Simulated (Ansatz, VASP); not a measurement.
# Two plane-wave programs on Sr2TeS

```
CELL_PARAMETERS angstrom
4.44082 0.00000 0.00000
0.00000 4.44082 0.00000
0.00000 0.00000 6.28279
ATOMIC_POSITIONS crystal
S 0.00000 0.00000 0.00000
Sr 0.00000 0.00000 0.50000
Sr 0.50000 0.50000 0.00000
Te 0.50000 0.50000 0.50000
```

Alike in both runs: task single point; functional r2SCAN; k mesh 6 × 6 × 4; no spin polarisation.

|  | VASP | Ansatz |
| --- | --- | --- |
| version | VASP 6.6.1 | Ansatz 0.2.0 |
| potentials or method | VASP PAW PBE potentials, release 64 (S, Sr_sv, Te) | plane waves, PAW |
| plane-wave cutoff (eV) | 520 | 500 |
| occupations | gaussian, width 0.01 eV | fixed |
| valence electrons in the cell | 32 | 42 |

|  | VASP | Ansatz | Ansatz less VASP |
| --- | --- | --- | --- |
| gap on the k mesh at the Fermi level (eV) | 2.18 | 2.21 | +0.033 |
| pressure (GPa) | 3.0 | 2.9 | -0.13 |

VASP's potentials were made for PBE, not for r2SCAN. VASP's potentials hold 32 valence electrons a cell and Ansatz's 42, so a difference there can come from the potentials and not from the codes.

Spin-orbit coupling is off throughout.
